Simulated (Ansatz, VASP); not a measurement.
Two plane-wave programs on PtS2

```xyz
3
Lattice="3.5526 0.0000 0.0000 -1.7763 3.0767 0.0000 0.0000 0.0000 5.1227" Properties=species:S:1:pos:R:3 pbc="T T T"
Pt    0.0000    0.0000    0.0000
S     0.0000    2.0511    1.2257
S     1.7763    1.0256    3.8971
```

Alike in both runs: task single point; functional PBE; k mesh 12 × 12 × 6; occupations fermi-dirac, width 0.02 eV; no spin polarisation.

```csv
,VASP,Ansatz
version,VASP 6.6.1,Ansatz 0.2.0
potentials or method,"VASP PAW PBE potentials, release 64 (Pt, S)","plane waves, PAW"
plane-wave cutoff (eV),520,420
valence electrons in the cell,22,30
```

VASP gave:

```
pressure (GPa)                                                : 3.2
traceless stress, the component that is largest in VASP (GPa) : -0.88
rms of the force components (eV/Å)                            : 0.012
```

Question: Which values does Ansatz return?

Answer: Pressure (GPa): 3.6; traceless stress, the component that is largest in VASP (GPa): -1.02; rms of the force components (eV/Å): 0.031.

Atom by atom the forces differ by 0.019 eV/Å (rms over components). VASP's potentials hold 22 valence electrons a cell and Ansatz's 30, so a difference there can come from the potentials and not from the codes.

Neither program's run includes spin-orbit coupling.
